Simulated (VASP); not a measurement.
# Pt (Fd-3m) in VASP: settings compared

Aim: see how the results for Pt move with the level of theory and the settings. Levels: PBE, PBE+D3(BJ). Tasks: single point.

Everything below comes from runs of VASP 6.6.1. Logs are shortened: lines on timing, memory, paths and dates and some standing lists are left out, and cuts for length are marked.

## 1. The cell of the first run

It takes space group Fd-3m (No. 227, cubic). Conventional cell: a = 5.776 Å, b = 5.776 Å, c = 5.776 Å, α = 90.00°, β = 90.00°, γ = 90.00°. Within 3.3 Å of Pt (site symmetry -43m) lie 4 Pt at 2.50 Å.

## 2. Single point, PBE

Input file INCAR:

```
  PREC = Accurate
  ENCUT = 520
  EDIFF = 1E-7
  ISMEAR = -1
  SIGMA = 0.05
  LREAL = F
  LASPH = T
  NELM = 60
  ALGO = Normal
  ISIF = 2
  LWAVE = F
  LCHARG = T
  GGA = PE
  LELF = T
  LVHAR = T
  NBANDS = 17
```

Input file KPOINTS:

```
Automatic mesh
0
Gamma
  14 14 14
```

Input file POSCAR:

```
Pt
1.0
    0.0000000000      2.8877575196      2.8877575196
    2.8877575196      0.0000000000      2.8877575196
    2.8877575196      2.8877575196      0.0000000000
Pt
2
Direct
   -0.1250000000     -0.1250000000     -0.1250000000
    0.1250000000      0.1250000000      0.1250000000
```

Potentials or basis: VASP PAW PBE potentials, release 64 (Pt).

Started as:

```sh
$ cat potpaw_PBE.64/Pt/POTCAR > POTCAR
$ mpirun -np 1 vasp_std > vasp.out
```

OUTCAR:

```text
PREC = Accurate
   ENCUT = 520
   EDIFF = 1E-7
   ISMEAR = -1
   LREAL = F
   LASPH = T
   NELM = 60
   ISIF = 2
   GGA = PE

 ion  position               nearest neighbor table
   1  0.875  0.875  0.875-   2 2.50   2 2.50   2 2.50   2 2.50
   2  0.125  0.125  0.125-   1 2.50   1 2.50   1 2.50   1 2.50

  LATTYP: Found a face centered cubic cell.
 ALAT       =     5.7755150392

  Lattice vectors:

 A1 = (   0.0000000000,   2.8877575196,   2.8877575196)
 A2 = (   2.8877575196,   0.0000000000,   2.8877575196)
 A3 = (   2.8877575196,   2.8877575196,   0.0000000000)

Analysis of symmetry for initial positions (statically):
=====================================================================
 Subroutine PRICEL returns:
 Original cell was already a primitive cell.

 Routine SETGRP: Setting up the symmetry group for a
 face centered cubic supercell.

 Subroutine GETGRP returns: Found 48 space group operations
 (whereof 12 operations were pure point group operations)
 out of a pool of 48 trial point group operations.

The static configuration has the point symmetry D_3d.
 The point group associated with its full space group is O_h .

Analysis of symmetry for dynamics (positions and initial velocities):
=====================================================================
 Subroutine PRICEL returns:
 Original cell was already a primitive cell.

 Routine SETGRP: Setting up the symmetry group for a
 face centered cubic supercell.

 Subroutine GETGRP returns: Found 48 space group operations
 (whereof 12 operations were pure point group operations)
 out of a pool of 48 trial point group operations.

The dynamic configuration has the point symmetry D_3d.
 The point group associated with its full space group is O_h .

 Subroutine INISYM returns: Found 48 space group operations
 (whereof 12 operations are pure point group operations),
 and found     1 'primitive' translations

----------------------------------------------------------------------------------------

                                     Primitive cell

  volume of cell :      48.1628

  direct lattice vectors                    reciprocal lattice vectors
     0.000000000  2.887757520  2.887757520    -0.173144731  0.173144731  0.173144731
     2.887757520  0.000000000  2.887757520     0.173144731 -0.173144731  0.173144731
     2.887757520  2.887757520  0.000000000     0.173144731  0.173144731 -0.173144731

  length of vectors
     4.083905849  4.083905849  4.083905849     0.299895472  0.299895472  0.299895472

  position of ions in fractional coordinates (direct lattice)
     0.875000000  0.875000000  0.875000000
     0.125000000  0.125000000  0.125000000

  ion indices of the primitive-cell ions
   primitive index   ion index
                 1           1
                 2           2

----------------------------------------------------------------------------------------

 KPOINTS: Automatic mesh

Automatic generation of k-mesh.
 Grid dimensions read from file:
 generate k-points for:   14   14   14

 Generating k-lattice:

  Cartesian coordinates                     Fractional coordinates (reciprocal lattice)
    -0.012367481  0.012367481  0.012367481     0.071428571  0.000000000  0.000000000
     0.012367481 -0.012367481  0.012367481     0.000000000  0.071428571  0.000000000
     0.012367481  0.012367481 -0.012367481     0.000000000  0.000000000  0.071428571

  Length of vectors
     0.021421105  0.021421105  0.021421105

  Shift w.r.t. Gamma in fractional coordinates (k-lattice)
     0.000000000  0.000000000  0.000000000

 Subroutine IBZKPT returns following result:
 ===========================================

 Found    104 irreducible k-points:

 Following reciprocal coordinates:
            Coordinates               Weight
  0.000000  0.000000  0.000000      1.000000
  0.071429  0.000000  0.000000      8.000000
  0.142857  0.000000  0.000000      8.000000
  0.214286  0.000000  0.000000      8.000000
  0.285714  0.000000  0.000000      8.000000
  0.357143  0.000000  0.000000      8.000000
[... 16 lines left out ...]
  0.214286  0.142857  0.000000     24.000000
  0.285714  0.142857  0.000000     24.000000
 [... further k-points ...]
   k-points           NKPTS =    104   k-points in BZ     NKDIM =    104   number of bands    NBANDS=     17
   number of dos      NEDOS =    301   number of ions     NIONS =      2
   total plane-waves  NPLWV =  27000
   dimension x,y,z NGX =    30 NGY =   30 NGZ =   30
   dimension x,y,z NGXF=    60 NGYF=   60 NGZF=   60
   ions per type =               2
   NGX,Y,Z   is equivalent  to a cutoff of  12.21, 12.21, 12.21 a.u.
   NGXF,Y,Z  is equivalent  to a cutoff of  24.42, 24.42, 24.42 a.u.
 SYSTEM =  unknown system
   PREC   = accura    normal or accurate (medium, high low for compatibility)
   ISTART =      0    job   : 0-new  1-cont  2-samecut
   ICHARG =      2    charge: 1-file 2-atom 10-const
   ISPIN  =      1    spin polarized calculation?
   LNONCOLLINEAR =      F non collinear calculations
   LSORBIT =      F    spin-orbit coupling
   LASPH  =      T    aspherical Exc in radial PAW
   ENCUT  =  520.0 eV  38.22 Ry    6.18 a.u.   7.59  7.59  7.59*2*pi/ulx,y,z
   NELM   =     60;   NELMIN=  2; NELMDL= -5     # of ELM steps
   EDIFF  = 0.1E-06   stopping-criterion for ELM
   LREAL  =      F    real-space projection
   EDIFFG = 0.1E-05   stopping-criterion for IOM
   NSW    =      0    number of steps for IOM
   IBRION =     -1    ionic relax: 0-MD 1-quasi-New 2-CG
   NFREE  =      0    steps in history (QN), initial steepest desc. (CG)
   ISIF   =      2    stress and relaxation
   ISYM   =      2    0-nonsym 1-usesym 2-fastsym
   POTIM  = 0.5000    time-step for ionic-motion
   TEBEG  =    0.0;   TEEND  =   0.0 temperature during run
   PSTRESS=    0.0 pullay stress
   NELECT =      20.0000    total number of electrons
   NUPDOWN=      -1.0000    fix difference up-down
   EMIN   =  10.00;   EMAX   =-10.00  energy-range for DOS
   EFERMI =   0.00;   METHOD = LEGACY
   ISMEAR =    -1;   SIGMA  =   0.05  broadening in eV -4-tet -1-fermi 0-gaus
   EFERMI_NEDOS =   21; number of points for ismear=-14 and -15
   IALGO  =     38    algorithm
   IMIX   =      4    mixing-type and parameters
     AMIX     =   0.40;   BMIX     =  1.00
     AMIX_MAG =   1.60;   BMIX_MAG =  1.00
  volume/ion in A,a.u.               =      24.08       162.51
  Fermi-wavevector in a.u.,A,eV,Ry     =   1.221371  2.308056 20.296436  1.491746
  Thomas-Fermi vector in A             =   2.356555
   LORBIT       =      0    0 simple, 1 ext, 2 COOP (PROOUT), +10 PAW based schemes
   GGA     = PE    functional components
   LHFCALC =     F    Hartree Fock is set to
   AEXX    =    0.0000 exact exchange contribution
   IVDW    =     0    specifies the selected vdW correction
   LEPSILON=     F    determine dielectric tensor
   LRPA    =     F    only Hartree local field effects (RPA)
 non-spin polarized calculation
  energy-cutoff  :      520.00
  volume of cell :       48.16
 maximum number of plane-waves:      1317
   NGX = 15   NGY = 15   NGZ = 15

 number of electron      20.0000005 magnetization

 Free energy of the ion-electron system (eV)
  ---------------------------------------------------
  ext. energy  EPLUGINS =         0.00000000
  ---------------------------------------------------
  free energy    TOTEN  =       -10.07846079 eV

  energy without entropy =      -10.03216613  energy(sigma->0) =      -10.05531346

 E-fermi :   5.0279     XC(G=0): -10.4282

 val. band max:        5.0267132799   @ k =   0.1429   0.0714   0.0000
 cond. band min:       5.0282547012   @ k =  -0.2143   0.0714   0.0000
 fundamental gap:      0.0015414213
 Fermi energy:         5.0278956077

 k-point     1 :       0.0000    0.0000    0.0000
  band No.  band energies     occupation
      1      -1.9380      2.00000
      2       0.6057      2.00000
      3       0.6057      2.00000
      4       0.7560      2.00000
      5       0.7560      2.00000
      6       0.7560      2.00000
[... 9 lines left out ...]
     16      16.5520      0.00000
     17      17.4758      0.00000

 k-point     2 :       0.0714    0.0000    0.0000
  band No.  band energies     occupation
      1      -1.8626      2.00000
      2       0.5204      2.00000
      3       0.5204      2.00000
      4       0.7487      2.00000
      5       0.8667      2.00000
      6       0.8667      2.00000
[... 9 lines left out ...]
     16      16.3606      0.00000
     17      18.0465      0.00000

 k-point     3 :       0.1429    0.0000    0.0000
  band No.  band energies     occupation
      1      -1.6443      2.00000
      2       0.4291      2.00000
      3       0.4291      2.00000
      4       0.7291      2.00000
      5       1.0223      2.00000
      6       1.0223      2.00000
[... 9 lines left out ...]
     16      16.8753      0.00000
     17      17.8009      0.00000

 k-point     4 :       0.2143    0.0000    0.0000
  band No.  band energies     occupation
      1      -1.3085      2.00000
      2       0.3862      2.00000
      3       0.3862      2.00000
      4       0.7024      2.00000
      5       1.1347      2.00000
      6       1.1347      2.00000
[... 9 lines left out ...]
     16      17.1070      0.00000
     17      18.0998      0.00000
[... 343 lines left out ...]
      1      -1.5398      2.00000
      2       0.2008      2.00000
      3       0.7407      2.00000
      4       0.7407      2.00000
      5       0.7901      2.00000
      6       1.2443      2.00000
[... 9 lines left out ...]
     16      15.7904      0.00000
     17      18.8442      0.00000

 k-point    23 :       0.2143    0.1429    0.0000
  band No.  band energies     occupation
      1      -1.2815      2.00000
      2       0.1248      2.00000
      3       0.6856      2.00000
      4       0.7186      2.00000
      5       0.9330      2.00000
      6       1.3846      2.00000
[... 9 lines left out ...]
     16      15.5738      0.00000
     17      18.9471      0.00000

 k-point    24 :       0.2857    0.1429    0.0000
  band No.  band energies     occupation
      1      -0.9247      2.00000
      2       0.0972      2.00000
      3       0.6584      2.00000
      4       0.6710      2.00000
      5       1.0349      2.00000
      6       1.4881      2.00000
[... 9 lines left out ...]
     16      16.4239      0.00000
     17      18.9443      0.00000

 [... further k-points ...]
[... 5 lines left out ...]
  --------------------------------------------------------------------------------------
  -------------------------------------------------------------------------------------
  Total       -0.1204864     -0.1204864     -0.1204864     -0.0000000      0.0000000      0.0000000
  in kB       -4.0080815     -4.0080815     -4.0080815     -0.0000000      0.0000000      0.0000000
  external PRESSURE =      -4.0080815 kB  Pullay stress =       0.0000000 kB

 VOLUME and BASIS-vectors are now :
 -----------------------------------------------------------------------------
  energy-cutoff  :      520.00
  volume of cell :       48.16
      direct lattice vectors                 reciprocal lattice vectors
     0.000000000  2.887757520  2.887757520    -0.173144731  0.173144731  0.173144731
     2.887757520  0.000000000  2.887757520     0.173144731 -0.173144731  0.173144731
     2.887757520  2.887757520  0.000000000     0.173144731  0.173144731 -0.173144731

 POSITION                                       TOTAL-FORCE (eV/Angst)
 -----------------------------------------------------------------------------------
      5.05358      5.05358      5.05358         0.000000     -0.000000     -0.000000
      0.72194      0.72194      0.72194        -0.000000      0.000000      0.000000
 -----------------------------------------------------------------------------------
    total drift:                               -0.000000      0.000000      0.000000

  FREE ENERGIE OF THE ION-ELECTRON SYSTEM (eV)
  ---------------------------------------------------
  free  energy   TOTEN  =       -10.0784607933 eV

  energy  without entropy=      -10.0321661321  energy(sigma->0) =      -10.05531346
```

Run time: 61 s. Hardware: 1 thread of Intel Xeon Platinum 8375C at 2.90GHz (Ice Lake), shared host; peak memory 0.22 GiB.

Results:

- Free energy: -10.0785 eV
- Pressure: -0.4 GPa
- Band gap on the k mesh: zero (band 10 reaches 5.22 eV, above the bottom of band 11 at 4.62 eV)

Levels at points of the mesh, in eV from the Fermi level:
```tsv
k point	band 7	band 8	band 9	band 10	band 11	band 12	band 13	band 14
(0.00, 0.00, 0.00)	-1.83	-1.83	-1.83	-0.10	-0.10	10.42	10.57	11.52
(0.50, 0.00, 0.00)	-1.36	-1.36	-1.28	-0.41	-0.41	0.73	7.93	7.93
(0.50, 0.50, 0.00)	-2.43	-2.43	-0.16	-0.16	1.28	1.28	3.90	3.90
```

Caveat: spin-orbit coupling is left out, which moves the levels of the heavy elements.

(Continued in part 2 of 2.)
